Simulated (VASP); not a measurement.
Set up this calculation in VASP 6.6.1, as the native input.

| Property | Result |
| --- | --- |
| Task | single point |
| Functional | PBE |
| Potentials or basis | VASP PAW PBE potentials, release 64 (B, P) |
| Cutoff | 520 eV |
| k mesh | 22 × 22 × 22 |
| Occupations | gaussian, width 0.1 eV |
| Spin | no spin polarisation |
| Dipole correction | no |
| Further INCAR settings | ALGO = Normal; EDIFF = 1e-07; NBANDS = 15 |

The structure of B3P lies in POSCAR:

```
B3P
1.0
   -1.4042708606      1.4042708606      4.6529557830
    1.4042708606     -1.4042708606      4.6529557830
    1.4042708606      1.4042708606     -4.6529557830
B P
3 1
Direct
    0.5000000000      0.5000000000      0.0000000000
    0.2500000000      0.7500000000      0.5000000000
    0.7500000000      0.2500000000      0.5000000000
    0.0000000000      0.0000000000      0.0000000000
```

One way to write it, as run:

INCAR

```
PREC = Accurate ; ENCUT = 520
EDIFF = 1E-7 ; ISMEAR = 0
SIGMA = 0.1 ; LREAL = False
LASPH = True ; NELM = 60
ALGO = Normal ; ISIF = 2
LWAVE = False ; LCHARG = False
GGA = PE ; NBANDS = 15
```

KPOINTS

```
regular mesh
0
Gamma
  22 22 22
```

Potentials or basis: VASP PAW PBE potentials, release 64 (B, P).

Command:

```sh
$ cat potpaw_PBE.64/B/POTCAR potpaw_PBE.64/P/POTCAR > POTCAR
$ mpirun -np 1 vasp_std > vasp.out
```

It gave:

```json
{"Pressure": "-0.2 GPa", "Band gap on the k mesh": "zero (bands 7 and 8 overlap by 5.58 eV)"}
```

Wall time 12 min on 1 thread of AMD EPYC 9R45 96-Core Processor (Zen 5) (shared host), peak memory 0.51 GiB.
